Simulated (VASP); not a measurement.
**Hf: single point with PBE**

The system is Hf.

```
Hf
1.0
     4.47251    0.00000    0.00000
    -2.23625    3.87330    0.00000
     0.00000    0.00000    2.78125
Hf
3
Direct
  0.66667 0.33333 0.50000
  0.33333 0.66667 0.50000
  0.00000 0.00000 0.00000
```

This cell differs from its parent crystal: volume scaled by 0.720.

```yaml
Program: VASP 6.6.1
Task: single point
Functional: PBE
Potentials_or_basis: VASP PAW PBE potentials, release 64 (Hf_pv)
Cutoff: 520 eV
k_mesh: 10 × 10 × 14
Occupations: gaussian, width 0.05 eV
Spin: no spin polarisation
```

```
Pressure               : 62.5 GPa
Band gap on the k mesh : zero (band 15 reaches 7.93 eV, above the bottom of band 16 at 6.76 eV)
```

Stress tensor (GPa, compression positive):
```
62.35  0.00  0.00
 0.00 62.35  0.00
 0.00  0.00 62.82
```

Levels at points of the mesh, in eV from the Fermi level:
```tsv
k point	band 11	band 12	band 13	band 14	band 15	band 16	band 17	band 18	band 19	band 20
(0.00, 0.00, 0.00)	-3.83	-0.62	-0.42	-0.42	-0.32	-0.32	1.29	2.60	2.60	3.54
(0.50, 0.00, 0.00)	-4.53	-4.44	-1.06	-1.03	-0.71	-0.12	1.11	1.67	2.93	3.84
(0.00, 0.00, 0.50)	-4.15	-2.94	-2.89	-2.89	-1.63	1.67	1.67	3.02	3.02	7.18
(0.50, 0.00, 0.50)	-3.57	-3.15	-2.44	-1.17	-0.53	0.20	1.37	2.28	2.66	4.63
```

Wall time 54 s on 1 thread of Intel(R) Xeon(R) Platinum 8488C (Sapphire Rapids), on a shared host, peak memory 0.24 GiB.

Caveat: spin-orbit coupling is left out, which moves the levels of the heavy elements.
